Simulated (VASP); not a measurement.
# LaAl2Cl (P6/mmm) in VASP: single point with PBE

Aim: the single point of LaAl2Cl with PBE.

Everything below comes from runs of VASP 6.6.1. Logs are shortened: lines on timing, memory, paths and dates and some standing lists are left out, and cuts for length are marked.

## (1) The cell of the first run

The structure is hexagonal, space group P6/mmm (No. 191). Conventional cell: a = 4.845 Å, b = 4.845 Å, c = 5.380 Å, α = 90.00°, β = 90.00°, γ = 120.00°. La (site symmetry 6/mmm) has 2 Cl at 2.69 Å within 3.5 Å. Al (site symmetry -6m2) has 3 Al at 2.80 Å and 3 Cl at 2.80 Å within 3.7 Å. Cl (site symmetry 6/mmm) has 2 La at 2.69 Å and 6 Al at 2.80 Å within 3.5 Å.

## (2) Single point, PBE

POSCAR reads:

```
LaAl2Cl
1.0
    4.8451886043      0.0000000000      0.0000000000
   -2.4225943022      4.1960564174      0.0000000000
    0.0000000000      0.0000000000      5.3798284323
La Al Cl
1 2 1
Direct
    0.0000000000      0.0000000000      0.0000000000
    0.3333333333      0.6666666667      0.5000000000
    0.6666666667      0.3333333333      0.5000000000
    0.0000000000      0.0000000000      0.5000000000
```

INCAR.step1 reads:

```
SYSTEM = LaAl2Cl
  PREC = Accurate
  ENCUT = 520
  EDIFF = 1E-7
  ISMEAR = 0
  SIGMA = 0.1
  LREAL = .FALSE.
  LASPH = .TRUE.
  NELM = 100
  ALGO = Normal
  ISIF = 2
  LWAVE = .FALSE.
  LCHARG = .TRUE.
  LMAXMIX = 6
  GGA = PE
  NBANDS = 20
```

KPOINTS.step1 reads:

```
regular mesh
0
G
  12 12 10
  0 0 0
```

INCAR.step2 reads:

```
SYSTEM = LaAl2Cl
  PREC = Accurate
  ENCUT = 520
  EDIFF = 1E-7
  ISMEAR = -5
  SIGMA = 0.1
  LREAL = .FALSE.
  LASPH = .TRUE.
  NELM = 100
  ALGO = Normal
  ISIF = 2
  LWAVE = .FALSE.
  LCHARG = .FALSE.
  LMAXMIX = 6
  GGA = PE
  LORBIT = 11
  NEDOS = 1001
  ICHARG = 11
```

KPOINTS.step2 reads:

```
regular mesh
0
G
  18 18 15
  0 0 0
```

Potentials or basis: VASP PAW PBE potentials, release 64 (La, Al, Cl).

Run with:

```
$ cat potpaw_PBE.64/La/POTCAR potpaw_PBE.64/Al/POTCAR potpaw_PBE.64/Cl/POTCAR > POTCAR
$ cp INCAR.step1 INCAR
$ cp KPOINTS.step1 KPOINTS
$ mpirun -np 1 vasp_std > vasp.out
$ cp INCAR.step2 INCAR
$ cp KPOINTS.step2 KPOINTS
$ mpirun -np 1 vasp_std > vasp.out
```

OUTCAR:

```text
SYSTEM = LaAl2Cl
   PREC = Accurate
   ENCUT = 520
   EDIFF = 1E-7
   ISMEAR = -5
   LREAL = .FALSE.
   LASPH = .TRUE.
   NELM = 100
   ISIF = 2
   GGA = PE
   LORBIT = 11
   ICHARG = 11

 ion  position               nearest neighbor table
   1  0.000  0.000  0.000-   4 2.69   4 2.69
   2  0.333  0.667  0.500-   3 2.80   3 2.80   4 2.80   4 2.80   4 2.80   3 2.80
   3  0.667  0.333  0.500-   2 2.80   2 2.80   4 2.80   4 2.80   4 2.80   2 2.80
   4  0.000  0.000  0.500-   1 2.69   1 2.69   3 2.80   2 2.80   2 2.80   3 2.80   3 2.80   2 2.80

  LATTYP: Found a hexagonal cell.
 ALAT       =     4.8451886043
 C/A-ratio  =     1.1103444823

  Lattice vectors:

 A1 = (   4.8451886043,   0.0000000000,   0.0000000000)
 A2 = (  -2.4225943022,   4.1960564174,   0.0000000000)
 A3 = (   0.0000000000,   0.0000000000,   5.3798284323)

Analysis of symmetry for initial positions (statically):
=====================================================================
 Subroutine PRICEL returns:
 Original cell was already a primitive cell.

 Routine SETGRP: Setting up the symmetry group for a
 hexagonal supercell.

 Subroutine GETGRP returns: Found 24 space group operations
 (whereof 24 operations were pure point group operations)
 out of a pool of 24 trial point group operations.

The static configuration has the point symmetry D_6h.

Analysis of symmetry for dynamics (positions and initial velocities):
=====================================================================
 Subroutine PRICEL returns:
 Original cell was already a primitive cell.

 Routine SETGRP: Setting up the symmetry group for a
 hexagonal supercell.

 Subroutine GETGRP returns: Found 24 space group operations
 (whereof 24 operations were pure point group operations)
 out of a pool of 24 trial point group operations.

The dynamic configuration has the point symmetry D_6h.

 Subroutine INISYM returns: Found 24 space group operations
 (whereof 24 operations are pure point group operations),
 and found     1 'primitive' translations

----------------------------------------------------------------------------------------

                                     Primitive cell

  volume of cell :     109.3756

  direct lattice vectors                    reciprocal lattice vectors
     4.845188604  0.000000000  0.000000000     0.206390315  0.119159504  0.000000000
    -2.422594302  4.196056417  0.000000000     0.000000000  0.238319007  0.000000000
     0.000000000  0.000000000  5.379828432     0.000000000  0.000000000  0.185879534

  length of vectors
     4.845188604  4.845188604  5.379828432     0.238319007  0.238319007  0.185879534

  position of ions in fractional coordinates (direct lattice)
     0.000000000  0.000000000  0.000000000
     0.333333333  0.666666667  0.500000000
     0.666666667  0.333333333  0.500000000
     0.000000000  0.000000000  0.500000000

  ion indices of the primitive-cell ions
   primitive index   ion index
                 1           1
                 2           2
                 3           3
                 4           4

----------------------------------------------------------------------------------------

 KPOINTS: regular mesh

Automatic generation of k-mesh.
 Grid dimensions read from file:
 generate k-points for:   18   18   15

 Generating k-lattice:

  Cartesian coordinates                     Fractional coordinates (reciprocal lattice)
     0.011466129  0.006619972  0.000000000     0.055555556  0.000000000  0.000000000
     0.000000000  0.013239945  0.000000000     0.000000000  0.055555556  0.000000000
     0.000000000  0.000000000  0.012391969     0.000000000  0.000000000  0.066666667

  Length of vectors
     0.013239945  0.013239945  0.012391969

  Shift w.r.t. Gamma in fractional coordinates (k-lattice)
     0.000000000  0.000000000  0.000000000

 TETIRR: Found   4782 inequivalent tetrahedra from    29160

 Subroutine IBZKPT returns following result:
 ===========================================

 Found    296 irreducible k-points:

 Following reciprocal coordinates:
            Coordinates               Weight
  0.000000  0.000000  0.000000      1.000000
  0.055556  0.000000  0.000000      6.000000
  0.111111  0.000000  0.000000      6.000000
  0.166667  0.000000  0.000000      6.000000
  0.222222  0.000000  0.000000      6.000000
  0.277778  0.000000  0.000000      6.000000
[... 16 lines left out ...]
  0.333333  0.111111  0.000000     12.000000
  0.388889  0.111111  0.000000     12.000000
 [... further k-points ...]
   k-points           NKPTS =    296   k-points in BZ     NKDIM =    296   number of bands    NBANDS=     16
   number of dos      NEDOS =   1001   number of ions     NIONS =      4
   total plane-waves  NPLWV =  51840
   dimension x,y,z NGX =    36 NGY =   36 NGZ =   40
   dimension x,y,z NGXF=    72 NGYF=   72 NGZF=   80
   ions per type =               1   2   1
   NGX,Y,Z   is equivalent  to a cutoff of  12.35, 12.35, 12.36 a.u.
   NGXF,Y,Z  is equivalent  to a cutoff of  24.70, 24.70, 24.72 a.u.
 SYSTEM =  LaAl2Cl
   PREC   = accura    normal or accurate (medium, high low for compatibility)
   ISTART =      0    job   : 0-new  1-cont  2-samecut
   ICHARG =     11    charge: 1-file 2-atom 10-const
   ISPIN  =      1    spin polarized calculation?
   LNONCOLLINEAR =      F non collinear calculations
   LSORBIT =      F    spin-orbit coupling
   LASPH  =      T    aspherical Exc in radial PAW
   ENCUT  =  520.0 eV  38.22 Ry    6.18 a.u.   9.01  9.01 10.00*2*pi/ulx,y,z
   NELM   =    100;   NELMIN=  2; NELMDL=  0     # of ELM steps
   EDIFF  = 0.1E-06   stopping-criterion for ELM
   LREAL  =      F    real-space projection
   EDIFFG = 0.1E-05   stopping-criterion for IOM
   NSW    =      0    number of steps for IOM
   IBRION =     -1    ionic relax: 0-MD 1-quasi-New 2-CG
   NFREE  =      0    steps in history (QN), initial steepest desc. (CG)
   ISIF   =      2    stress and relaxation
   ISYM   =      2    0-nonsym 1-usesym 2-fastsym
   POTIM  = 0.5000    time-step for ionic-motion
   TEBEG  =    0.0;   TEEND  =   0.0 temperature during run
   PSTRESS=    0.0 pullay stress
   NELECT =      24.0000    total number of electrons
   NUPDOWN=      -1.0000    fix difference up-down
   EMIN   =  10.00;   EMAX   =-10.00  energy-range for DOS
   EFERMI =   0.00;   METHOD = LEGACY
   ISMEAR =    -5;   SIGMA  =   0.10  broadening in eV -4-tet -1-fermi 0-gaus
   EFERMI_NEDOS =   21; number of points for ismear=-14 and -15
   IALGO  =     38    algorithm
   IMIX   =      4    mixing-type and parameters
     AMIX     =   0.40;   BMIX     =  1.00
     AMIX_MAG =   1.60;   BMIX_MAG =  1.00
  volume/ion in A,a.u.               =      27.34       184.53
  Fermi-wavevector in a.u.,A,eV,Ry     =   0.987427  1.865967 13.265851  0.975013
  Thomas-Fermi vector in A             =   2.118880
   LORBIT       =     11    0 simple, 1 ext, 2 COOP (PROOUT), +10 PAW based schemes
   GGA     = PE    functional components
   LHFCALC =     F    Hartree Fock is set to
   AEXX    =    0.0000 exact exchange contribution
   IVDW    =     0    specifies the selected vdW correction
   LEPSILON=     F    determine dielectric tensor
   LRPA    =     F    only Hartree local field effects (RPA)
 non-spin polarized calculation
 Fermi weights with tetrahedron method with Bloechl corrections
  energy-cutoff  :      520.00
  volume of cell :      109.38
 maximum number of plane-waves:      2980
 NGX is ok and might be reduce to    36

 number of electron      23.9999998 magnetization

 Free energy of the ion-electron system (eV)
  ---------------------------------------------------
  ext. energy  EPLUGINS =         0.00000000
  ---------------------------------------------------
  free energy    TOTEN  =       -14.77716143 eV

  energy without entropy =      -14.77716143  energy(sigma->0) =      -14.77716143

 E-fermi :   5.8060     XC(G=0):  -8.9791

 val. band max:        5.8516074614   @ k =   0.1667   0.1667   0.3333
 cond. band min:       5.7814941266   @ k =   0.2222   0.0556   0.4667
 fundamental gap:     -0.0701133348
 Fermi energy:         5.8060393600

 k-point     1 :       0.0000    0.0000    0.0000
  band No.  band energies     occupation
      1     -27.8386      2.00000
      2     -12.2193      2.00000
      3     -11.9333      2.00000
      4     -11.4032      2.00000
      5     -11.4032      2.00000
      6      -0.7082      2.00000
[... 8 lines left out ...]
     15       6.8149      0.00000
     16       6.8236      0.00000

 k-point     2 :       0.0556    0.0000    0.0000
  band No.  band energies     occupation
      1     -27.8385      2.00000
      2     -12.2171      2.00000
      3     -11.9329      2.00000
      4     -11.4059      2.00000
      5     -11.4039      2.00000
      6      -0.9217      2.00000
[... 8 lines left out ...]
     15       6.7942      0.00000
     16       6.8429      0.00000

 k-point     3 :       0.1111    0.0000    0.0000
  band No.  band energies     occupation
      1     -27.8382      2.00000
      2     -12.2109      2.00000
      3     -11.9317      2.00000
      4     -11.4135      2.00000
      5     -11.4057      2.00000
      6      -1.2275      2.00000
[... 8 lines left out ...]
     15       6.7287      0.00000
     16       6.8423      0.00000
[... 362 lines left out ...]
 k-point    23 :       0.3333    0.1111    0.0000
  band No.  band energies     occupation
      1     -27.8349      2.00000
      2     -12.1515      2.00000
      3     -11.9206      2.00000
      4     -11.4788      2.00000
      5     -11.4278      2.00000
      6      -2.2292      2.00000
[... 8 lines left out ...]
     15       6.9381      0.00000
     16       7.0319      0.00000

 k-point    24 :       0.3889    0.1111    0.0000
  band No.  band energies     occupation
      1     -27.8346      2.00000
      2     -12.1452      2.00000
      3     -11.9194      2.00000
      4     -11.4854      2.00000
      5     -11.4301      2.00000
      6      -2.2907      2.00000
[... 8 lines left out ...]
     15       6.9388      0.00000
     16       7.0374      0.00000

 [... further k-points ...]

------------------------ aborting loop because EDIFF is reached ----------------------------------------

  FORCE on cell =-STRESS in cart. coord.  units (eV):
  Direction    XX          YY          ZZ          XY          YZ          ZX
  --------------------------------------------------------------------------------------
  -------------------------------------------------------------------------------------
  Total       -0.0034432     -0.0034432     -0.1157229      0.0000000      0.0000000      0.0000000
  in kB       -0.0504366     -0.0504366     -1.6951554      0.0000000      0.0000000      0.0000000
  external PRESSURE =      -0.5986762 kB  Pullay stress =       0.0000000 kB

 VOLUME and BASIS-vectors are now :
 -----------------------------------------------------------------------------
  energy-cutoff  :      520.00
  volume of cell :      109.38
      direct lattice vectors                 reciprocal lattice vectors
     4.845188604  0.000000000  0.000000000     0.206390315  0.119159504  0.000000000
    -2.422594302  4.196056417  0.000000000     0.000000000  0.238319007  0.000000000
     0.000000000  0.000000000  5.379828432     0.000000000  0.000000000  0.185879534

 POSITION                                       TOTAL-FORCE (eV/Angst)
 -----------------------------------------------------------------------------------
      0.00000      0.00000      0.00000         0.000000      0.000000      0.000000
     -0.00000      2.79737      2.68991        -0.000000      0.000000      0.000000
      2.42259      1.39869      2.68991         0.000000     -0.000000      0.000000
      0.00000      0.00000      2.68991         0.000000      0.000000      0.000000
 -----------------------------------------------------------------------------------
    total drift:                                0.000000     -0.000000     -0.000000

  FREE ENERGIE OF THE ION-ELECTRON SYSTEM (eV)
  ---------------------------------------------------
  free  energy   TOTEN  =       -14.7771614291 eV

  energy  without entropy=      -14.7771614291  energy(sigma->0) =      -14.77716143

 total charge

# of ion       s       p       d       f       tot
--------------------------------------------------
    1        1.997   5.647   0.617   0.174   8.435
    2        0.487   0.272   0.000   0.000   0.759
    3        0.487   0.272   0.000   0.000   0.759
    4        1.624   3.505   0.000   0.000   5.129
--------------------------------------------------
tot          4.594   9.696   0.617   0.174  15.082
```

Wall time 8.5 min (1 thread of Intel Xeon Platinum 8259CL at 2.50GHz (Skylake/Cascade Lake), shared host); peak memory 0.76 GiB.

Results:

```yaml
Valence_electrons_inside_the_program's_atomic_spheres: La 8.44; Al 0.76; Cl 5.13
```

Caveat: spin-orbit coupling is left out, which moves the levels of the heavy elements.
